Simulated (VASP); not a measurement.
Runs of VASP 6.6.1 on Au. The structure is that of space group Fm-3m (No. 225), or close to it. The cells are those of the table. 

```csv
task,cell,cutoff (eV),gap on the mesh (eV),pressure (GPa)
relaxation of cell and atoms,"relaxed from a = 2.946 Å, angles 60.0°, 1 atom",600,none,0.0
single point,"a = 2.849 Å, angles 60.0°, 1 atom",520,none,17.0
single point,"a = 3.026 Å, angles 60.0°, 1 atom",520,none,(a)
single point,"a = 2.911 Å, angles 60.0°, 1 atom",520,none,4.4
single point,"a = 2.940 Å, angles 60.0°, 1 atom",500,none,-0.2
```

Alike in all rows: level PBE; potentials or basis VASP PAW PBE potentials, release 64 (Au); no spin polarisation; k mesh 18 × 18 × 18; smearing gaussian 0.3 eV.

Question: Fill in the values left out.

Answer: (a) -9.4.

Caveats: spin-orbit coupling is left out, which moves the levels of the heavy elements.

A k mesh can miss the band edges, and the runs leave out spin-orbit coupling on Au.

A gap of «none» marks levels without a gap at the run's occupations.
